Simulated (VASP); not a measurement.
ZrB2, 3 atoms in the cell. The structure is hexagonal, space group P6/mmm (No. 191). Conventional cell: a = 3.170 Å, b = 3.170 Å, c = 3.533 Å, α = 90.00°, β = 90.00°, γ = 120.00°. Zr (site symmetry 6/mmm) has 12 B at 2.54 Å and 8 Zr at 3.17 to 3.53 Å within 3.6 Å. B (site symmetry -6m2) has 3 B at 1.83 Å within 2.4 Å. 

```yaml
Program: VASP 6.6.1
Task: vibrations by perturbation theory
Functional: PBEsol
Potentials_or_basis: VASP PAW PBE potentials, release 64 (Zr_sv, B)
Cutoff: 520 eV
k_mesh: 8 × 8 × 6
Occupations: fermi-dirac, width 0.05 eV
Spin: no spin polarisation
Dipole_correction: no
Further_INCAR_settings: ALGO = Normal; EDIFF = 1e-08; IBRION = 8; NSW = 1
```

Potentials or basis: VASP PAW PBE potentials, release 64 (Zr_sv, B).

Launch:

```sh
$ cat potpaw_PBE.64/Zr_sv/POTCAR potpaw_PBE.64/B/POTCAR > POTCAR
$ mpirun -np 1 vasp_std > vasp.out
```

Hardware: 1 thread of Intel(R) Xeon(R) 6975P-C (Granite Rapids), on a shared host.

How long does it take, and how much memory?

Wall time 120 s on 1 thread of Intel(R) Xeon(R) 6975P-C (Granite Rapids), with other jobs on the host, peak memory 0.27 GiB. Counts: scf iterations 90, k points 40.
